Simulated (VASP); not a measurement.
# SnSe (P-1) in VASP: further runs

The runs below take SnSe through single point, with LDA, PBE.

Everything below comes from runs of VASP 6.6.1. Logs are shortened: lines on timing, memory, paths and dates and some standing lists are left out, and cuts for length are marked.

## Step 1: The cell of the first run

The typed cell holds 8 atoms: a = 11.812 Å, b = 4.208 Å, c = 4.559 Å, α = 90.00°, β = 90.00°, γ = 90.00°.

## Step 2: Single point, LDA

INCAR reads:

```
  PREC = Accurate
  ENCUT = 500
  EDIFF = 1E-6
  ISMEAR = -1
  SIGMA = 0.01
  LREAL = F
  LASPH = T
  NELM = 120
  ALGO = Normal
  ISIF = 2
  LWAVE = F
  LCHARG = F
  GGA = CA
  NBANDS = 50
  GGA_COMPAT = F
```

KPOINTS reads:

```
Automatic mesh
0
Gamma
  1 2 2
  0.25 0.25 0.25
```

POSCAR reads:

```
SnSe
1.0
   11.8119576400      0.0000000000      0.0000000000
    0.0000000000      4.2079843500      0.0000000000
    0.0000000000      0.0000000000      4.5586164450
Sn Se
4 4
Direct
    0.6209757162      0.7170297011      0.3642796118
    0.8797419303      0.2242058462      0.8694220158
    0.3790242838      0.2829702989      0.6357203882
    0.1202580697      0.7757941538      0.1305779842
    0.1439969097      0.2894818678      0.5413432679
    0.6442576199      0.2039316150      0.9520282054
    0.3557423801      0.7960683850      0.0479717946
    0.8560030903      0.7105181322      0.4586567321
```

Potentials or basis: VASP PAW LDA potentials, release 64 (Sn_d, Se).

Started as:

```console
> cat potpaw_LDA.64/Sn_d/POTCAR potpaw_LDA.64/Se/POTCAR > POTCAR
> mpirun -np 1 vasp_std > vasp.out
```

OUTCAR:

```text
PREC = Accurate
   ENCUT = 500
   EDIFF = 1E-6
   ISMEAR = -1
   LREAL = F
   LASPH = T
   NELM = 120
   ISIF = 2
   GGA = CA

 ion  position               nearest neighbor table
   1  0.621  0.717  0.364-   6 2.79   8 2.81   6 2.88   3 3.61
   2  0.880  0.224  0.869-   8 2.79   6 2.81   8 2.87   4 3.61
   3  0.379  0.283  0.636-   7 2.79   5 2.81   7 2.88   1 3.61
   4  0.120  0.776  0.131-   5 2.79   7 2.81   5 2.87   2 3.61
   5  0.144  0.289  0.541-   4 2.79   3 2.81   4 2.87
   6  0.644  0.204  0.952-   1 2.79   2 2.81   1 2.88
   7  0.356  0.796  0.048-   3 2.79   4 2.81   3 2.88
   8  0.856  0.711  0.459-   2 2.79   1 2.81   2 2.87

  LATTYP: Found a simple orthorhombic cell.
 ALAT       =     4.2079843500
 B/A-ratio  =     1.0833254275
 C/A-ratio  =     2.8070345937

  Lattice vectors:

 A1 = (   0.0000000000,   4.2079843500,   0.0000000000)
 A2 = (   0.0000000000,   0.0000000000,   4.5586164450)
 A3 = (  11.8119576400,   0.0000000000,   0.0000000000)

Analysis of symmetry for initial positions (statically):
=====================================================================
 Subroutine PRICEL returns:
 Original cell was already a primitive cell.

 Routine SETGRP: Setting up the symmetry group for a
 simple orthorhombic supercell.

 Subroutine GETGRP returns: Found  2 space group operations
 (whereof  2 operations were pure point group operations)
 out of a pool of  8 trial point group operations.

The static configuration has the point symmetry S_2 .

Analysis of symmetry for dynamics (positions and initial velocities):
=====================================================================
 Subroutine PRICEL returns:
 Original cell was already a primitive cell.

 Routine SETGRP: Setting up the symmetry group for a
 simple orthorhombic supercell.

 Subroutine GETGRP returns: Found  2 space group operations
 (whereof  2 operations were pure point group operations)
 out of a pool of  8 trial point group operations.

The dynamic configuration has the point symmetry S_2 .

 Subroutine INISYM returns: Found  2 space group operations
 (whereof  2 operations are pure point group operations),
 and found     1 'primitive' translations

----------------------------------------------------------------------------------------

                                     Primitive cell

  volume of cell :     226.5839

  direct lattice vectors                    reciprocal lattice vectors
    11.811957640  0.000000000  0.000000000     0.084659972  0.000000000  0.000000000
     0.000000000  4.207984350  0.000000000     0.000000000  0.237643469  0.000000000
     0.000000000  0.000000000  4.558616445     0.000000000  0.000000000  0.219364803

  length of vectors
    11.811957640  4.207984350  4.558616445     0.084659972  0.237643469  0.219364803

  position of ions in fractional coordinates (direct lattice)
     0.620975716  0.717029701  0.364279612
     0.879741930  0.224205846  0.869422016
     0.379024284  0.282970299  0.635720388
     0.120258070  0.775794154  0.130577984
     0.143996910  0.289481868  0.541343268
     0.644257620  0.203931615  0.952028205
     0.355742380  0.796068385  0.047971795
     0.856003090  0.710518132  0.458656732

  ion indices of the primitive-cell ions
   primitive index   ion index
                 1           1
                 2           2
                 3           3
                 4           4
                 5           5
                 6           6
                 7           7
                 8           8

----------------------------------------------------------------------------------------

 KPOINTS: Automatic mesh

Automatic generation of k-mesh.
 Grid dimensions read from file:
 generate k-points for:    1    2    2

 Generating k-lattice:

  Cartesian coordinates                     Fractional coordinates (reciprocal lattice)
     0.084659972  0.000000000  0.000000000     1.000000000  0.000000000  0.000000000
     0.000000000  0.118821735  0.000000000     0.000000000  0.500000000  0.000000000
     0.000000000  0.000000000  0.109682402     0.000000000  0.000000000  0.500000000

  Length of vectors
     0.084659972  0.118821735  0.109682402

  Shift w.r.t. Gamma in fractional coordinates (k-lattice)
     0.250000000  0.250000000  0.250000000

 Subroutine IBZKPT returns following result:
 ===========================================

 Found     16 irreducible k-points:

 Following reciprocal coordinates:
            Coordinates               Weight
  0.250000  0.125000  0.125000      2.000000
 -0.250000  0.125000 -0.125000      2.000000
 -0.250000 -0.125000  0.125000      2.000000
  0.250000 -0.125000 -0.125000      2.000000
  0.250000 -0.375000  0.125000      2.000000
 -0.250000 -0.375000 -0.125000      2.000000
[... 8 lines left out ...]
 -0.250000  0.375000 -0.375000      2.000000
  0.250000  0.375000  0.375000      2.000000
   k-points           NKPTS =     16   k-points in BZ     NKDIM =     16   number of bands    NBANDS=     50
   number of dos      NEDOS =    301   number of ions     NIONS =      8
   total plane-waves  NPLWV = 103680
   dimension x,y,z NGX =    90 NGY =   32 NGZ =   36
   dimension x,y,z NGXF=   180 NGYF=   64 NGZF=   72
   ions per type =               4   4
   NGX,Y,Z   is equivalent  to a cutoff of  12.67, 12.64, 13.13 a.u.
   NGXF,Y,Z  is equivalent  to a cutoff of  25.33, 25.28, 26.26 a.u.
 SYSTEM =  unknown system
   PREC   = accura    normal or accurate (medium, high low for compatibility)
   ISTART =      0    job   : 0-new  1-cont  2-samecut
   ICHARG =      2    charge: 1-file 2-atom 10-const
   ISPIN  =      1    spin polarized calculation?
   LNONCOLLINEAR =      F non collinear calculations
   LSORBIT =      F    spin-orbit coupling
   LASPH  =      T    aspherical Exc in radial PAW
   ENCUT  =  500.0 eV  36.75 Ry    6.06 a.u.  21.54  7.67  8.31*2*pi/ulx,y,z
   NELM   =    120;   NELMIN=  2; NELMDL= -5     # of ELM steps
   EDIFF  = 0.1E-05   stopping-criterion for ELM
   LREAL  =      F    real-space projection
   EDIFFG = 0.1E-04   stopping-criterion for IOM
   NSW    =      0    number of steps for IOM
   IBRION =     -1    ionic relax: 0-MD 1-quasi-New 2-CG
   NFREE  =      0    steps in history (QN), initial steepest desc. (CG)
   ISIF   =      2    stress and relaxation
   ISYM   =      2    0-nonsym 1-usesym 2-fastsym
   POTIM  = 0.5000    time-step for ionic-motion
   TEBEG  =    0.0;   TEEND  =   0.0 temperature during run
   PSTRESS=    0.0 pullay stress
   NELECT =      80.0000    total number of electrons
   NUPDOWN=      -1.0000    fix difference up-down
   EMIN   =  10.00;   EMAX   =-10.00  energy-range for DOS
   EFERMI =   0.00;   METHOD = LEGACY
   ISMEAR =    -1;   SIGMA  =   0.01  broadening in eV -4-tet -1-fermi 0-gaus
   EFERMI_NEDOS =   21; number of points for ismear=-14 and -15
   IALGO  =     38    algorithm
   IMIX   =      4    mixing-type and parameters
     AMIX     =   0.40;   BMIX     =  1.00
     AMIX_MAG =   1.60;   BMIX_MAG =  1.00
  volume/ion in A,a.u.               =      28.32       191.13
  Fermi-wavevector in a.u.,A,eV,Ry     =   1.157076  2.186556 18.215812  1.338824
  Thomas-Fermi vector in A             =   2.293690
   LORBIT       =      0    0 simple, 1 ext, 2 COOP (PROOUT), +10 PAW based schemes
   GGA     = CA    functional components
   LHFCALC =     F    Hartree Fock is set to
   AEXX    =    0.0000 exact exchange contribution
   IVDW    =     0    specifies the selected vdW correction
   LEPSILON=     F    determine dielectric tensor
   LRPA    =     F    only Hartree local field effects (RPA)
 non-spin polarized calculation
  energy-cutoff  :      500.00
  volume of cell :      226.58
 maximum number of plane-waves:      5770
 NGX is ok and might be reduce to    90
   NGX = 43   NGY = 15   NGZ = 17

 number of electron      79.9999996 magnetization

 Free energy of the ion-electron system (eV)
  ---------------------------------------------------
  ext. energy  EPLUGINS =         0.00000000
  ---------------------------------------------------
  free energy    TOTEN  =       -37.68069887 eV

  energy without entropy =      -37.68069887  energy(sigma->0) =      -37.68069887

 E-fermi :   4.6136     XC(G=0):  -9.7085

 val. band max:        4.3923170798   @ k =  -0.2500  -0.1250  -0.3750
 cond. band min:       5.6609329703   @ k =  -0.2500  -0.3750  -0.1250
 fundamental gap:      1.2686158905
 Fermi energy:         4.6136412995

 k-point     1 :       0.2500    0.1250    0.1250
  band No.  band energies     occupation
      1     -16.5399      2.00000
      2     -16.5354      2.00000
      3     -16.5324      2.00000
      4     -16.5312      2.00000
      5     -16.5279      2.00000
      6     -16.5269      2.00000
[... 42 lines left out ...]
     49       8.6934      0.00000
     50       9.1853      0.00000

 k-point     2 :      -0.2500    0.1250   -0.1250
  band No.  band energies     occupation
      1     -16.5406      2.00000
      2     -16.5360      2.00000
      3     -16.5317      2.00000
      4     -16.5307      2.00000
      5     -16.5284      2.00000
      6     -16.5271      2.00000
[... 42 lines left out ...]
     49       8.6656      0.00000
     50       8.9926      0.00000

 k-point     3 :      -0.2500   -0.1250    0.1250
  band No.  band energies     occupation
      1     -16.5404      2.00000
      2     -16.5364      2.00000
      3     -16.5316      2.00000
      4     -16.5306      2.00000
      5     -16.5288      2.00000
      6     -16.5266      2.00000
[... 42 lines left out ...]
     49       8.6540      0.00000
     50       9.0592      0.00000

 k-point     4 :       0.2500   -0.1250   -0.1250
  band No.  band energies     occupation
      1     -16.5401      2.00000
      2     -16.5351      2.00000
      3     -16.5324      2.00000
      4     -16.5312      2.00000
      5     -16.5283      2.00000
      6     -16.5267      2.00000
[... 575 lines left out ...]
 k-point    15 :      -0.2500    0.3750   -0.3750
  band No.  band energies     occupation
      1     -16.5481      2.00000
      2     -16.5448      2.00000
      3     -16.5404      2.00000
      4     -16.5393      2.00000
      5     -16.5239      2.00000
      6     -16.5200      2.00000
[... 42 lines left out ...]
     49       9.2666      0.00000
     50       9.6268      0.00000

 k-point    16 :       0.2500    0.3750    0.3750
  band No.  band energies     occupation
      1     -16.5477      2.00000
      2     -16.5443      2.00000
      3     -16.5416      2.00000
      4     -16.5385      2.00000
      5     -16.5232      2.00000
      6     -16.5207      2.00000
[... 42 lines left out ...]
     49       9.3966      0.00000
     50       9.4784      0.00000

------------------------ aborting loop because EDIFF is reached ----------------------------------------

  FORCE on cell =-STRESS in cart. coord.  units (eV):
  Direction    XX          YY          ZZ          XY          YZ          ZX
  --------------------------------------------------------------------------------------
  -------------------------------------------------------------------------------------
  Total       -6.1621432     -5.7859680     -5.4163965     -0.1628382     -0.8414859     -0.1428273
  in kB      -43.5725842    -40.9126454    -38.2994010     -1.1514305     -5.9501563     -1.0099333
  external PRESSURE =     -40.9282102 kB  Pullay stress =       0.0000000 kB

 VOLUME and BASIS-vectors are now :
 -----------------------------------------------------------------------------
  energy-cutoff  :      500.00
  volume of cell :      226.58
      direct lattice vectors                 reciprocal lattice vectors
    11.811957640  0.000000000  0.000000000     0.084659972  0.000000000  0.000000000
     0.000000000  4.207984350  0.000000000     0.000000000  0.237643469  0.000000000
     0.000000000  0.000000000  4.558616445     0.000000000  0.000000000  0.219364803

 POSITION                                       TOTAL-FORCE (eV/Angst)
 -----------------------------------------------------------------------------------
      7.33494      3.01725      1.66061         0.165123     -0.055677     -0.088680
     10.39147      0.94345      3.96336        -0.180483     -0.072758     -0.102128
      4.47702      1.19073      2.89801        -0.165123      0.055677      0.088680
      1.42048      3.26453      0.59525         0.180483      0.072758      0.102128
      1.70089      1.21814      2.46778         0.122658     -0.091460     -0.057539
      7.60994      0.85814      4.33993         0.145641      0.142411      0.130473
      4.20201      3.34984      0.21869        -0.145641     -0.142411     -0.130473
     10.11107      2.98985      2.09084        -0.122658      0.091460      0.057539
 -----------------------------------------------------------------------------------
    total drift:                                0.000000      0.000000      0.000000

  FREE ENERGIE OF THE ION-ELECTRON SYSTEM (eV)
  ---------------------------------------------------
  free  energy   TOTEN  =       -37.6806988696 eV

  energy  without entropy=      -37.6806988696  energy(sigma->0) =      -37.68069887
```

Run time: 6.2 min. Hardware: 1 thread of Intel Xeon 8259CL, shared host; peak memory 0.32 GiB.

Results:

```
Free energy            : -37.6807 eV
Pressure               : -4.1 GPa
Largest force          : 0.242 eV/Å
Band gap on the k mesh : 1.27 eV (least direct gap 1.46 eV)
```

Forces in eV/Å, atoms in the order of the input:
```
Sn   0.165 -0.056 -0.089
Sn  -0.180 -0.073 -0.102
Sn  -0.165  0.056  0.089
Sn   0.180  0.073  0.102
Se   0.123 -0.091 -0.058
Se   0.146  0.142  0.130
Se  -0.146 -0.142 -0.130
Se  -0.123  0.091  0.058
```

Levels at points of the mesh, in eV from the valence-band top:
```
           k point  band 36  band 37  band 38  band 39  band 40  band 41  band 42  band 43  band 44  band 45
(0.25, 0.12, 0.12)    -1.58    -0.92    -0.59    -0.42    -0.26     1.75     2.19     2.53     2.93     3.21
```

Caveat: the cell stands under tension; spin-orbit coupling is left out, which moves the levels of the heavy elements; a shifted mesh leaves out Γ, where band edges can lie.

## Step 3: Single point, PBE

INCAR reads:

```
SYSTEM = SnSe
PREC = Accurate ; ENCUT = 500
EDIFF = 1E-6 ; ISMEAR = -1
SIGMA = 0.01 ; LREAL = .False.
LASPH = .True. ; NELM = 120
ALGO = Normal ; ISIF = 2
LWAVE = .False. ; LCHARG = .True.
GGA = PE ; LELF = .True.
LVHAR = .True. ; NBANDS = 50
GGA_COMPAT = .False.
```

KPOINTS is that of step 2.

POSCAR is that of step 2.

Potentials or basis: VASP PAW PBE potentials, release 64 (Sn_d, Se).

Started as:

```console
> cat potpaw_PBE.64/Sn_d/POTCAR potpaw_PBE.64/Se/POTCAR > POTCAR
> mpirun -np 1 vasp_std > vasp.out
```

It took 6.5 min on 1 thread of Intel Xeon 8259CL, shared host; peak memory 0.38 GiB.

Results (log left out):

- Free energy: -32.8594 eV
- Pressure: -0.2 GPa
- Largest force: 0.180 eV/Å
- Band gap on the k mesh: 1.33 eV (least direct gap 1.53 eV)

Forces on the atoms (eV/Å):
```
Sn   0.029 -0.069  0.029
Sn  -0.044 -0.085  0.019
Sn  -0.029  0.069 -0.029
Sn   0.044  0.085 -0.019
Se   0.045 -0.115  0.037
Se   0.067  0.163  0.038
Se  -0.067 -0.163 -0.038
Se  -0.045  0.115 -0.037
```

Stress tensor (GPa, compression positive):
```
-0.40 -0.11 -0.09
-0.11 -0.14 -0.69
-0.09 -0.69  0.08
```

Levels at points of the mesh, in eV from the valence-band top:
```
           k point  band 37  band 38  band 39  band 40  band 41  band 42  band 43  band 44
(0.25, 0.12, 0.12)    -0.95    -0.60    -0.43    -0.28     1.81     2.25     2.59     2.99
```

Caveat: spin-orbit coupling is left out, which moves the levels of the heavy elements; a shifted mesh leaves out Γ, where band edges can lie. A k mesh can miss the band edges.

(Part 1 of 2 ends here.)
